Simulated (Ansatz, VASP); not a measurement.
# Al: VASP beside Ansatz

```xyz
4
Lattice="2.8146 0.0000 0.0000 -1.4073 2.4375 0.0000 0.0000 0.0000 9.2480" Properties=species:S:1:pos:R:3 pbc="T T T"
Al    0.0000    0.0000    0.0000
Al    0.0000    1.6250    2.3120
Al    0.0000    0.0000    4.6240
Al    1.4073    0.8125    6.9360
```

Alike in both runs: functional LDA; k mesh 18 × 18 × 6; occupations gaussian, width 0.1 eV; no spin polarisation.

Ansatz relaxed the structure, and its values are those at the end. VASP's run is a single point on that final structure, the one shown.

```csv
,VASP,Ansatz
version,VASP 6.6.1,Ansatz 0.2.0
potentials or method,"VASP PAW LDA potentials, release 64 (Al), cutoff 520 eV","scalar-relativistic, plane waves, PAW"
valence electrons in the cell,12,12
```

|  | VASP | Ansatz | Ansatz less VASP |
| --- | --- | --- | --- |
| gap on the k mesh at the Fermi level (eV) | none | none | - |
| pressure (GPa) | 0.1 | 0.0 | -0.08 |

LDA's correlation is that of Perdew and Zunger in VASP and of Perdew and Wang (1992) in Ansatz. A gap of «none» marks a metal or a gap that the smearing closes.
